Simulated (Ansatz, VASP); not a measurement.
## Al: VASP beside Ansatz

```
CELL_PARAMETERS angstrom
3.41270 0.00000 0.00000
-1.70635 2.95548 0.00000
0.00000 0.00000 2.04712
ATOMIC_POSITIONS crystal
Al 0.00000 0.00000 0.00000
Al 0.33333 0.66667 0.50000
Al 0.66667 0.33333 0.50000
```

Change from the starting cell: volume scaled by 0.4, norm-conserving files.

Alike in both runs: task single point; functional PBE; k mesh 8 × 8 × 11; occupations fermi-dirac, width 0.08 eV; no spin polarisation.

|  | VASP | Ansatz |
| --- | --- | --- |
| version | VASP 6.6.1 | Ansatz 0.2.0 |
| potentials or method | VASP PAW PBE potentials, release 64 (Al) | norm-conserving pseudopotentials, scalar-relativistic |
| plane-wave cutoff (eV) | 520 | 544 |
| valence electrons in the cell | 9 | 9 |

|  | VASP | Ansatz | Ansatz less VASP |
| --- | --- | --- | --- |
| pressure (GPa) | 405.2 | 395.5 | -9.72 |
| traceless stress, the component that is largest in VASP (GPa) | 0.00 | 0.52 | +0.525 |

Both programs put the cell under a high pressure, so it lies far from rest at this level. With one functional, cell and mesh, what is left measures potentials, basis and numerics.

Noted on VASP's run: the cell as given lies far from equilibrium.
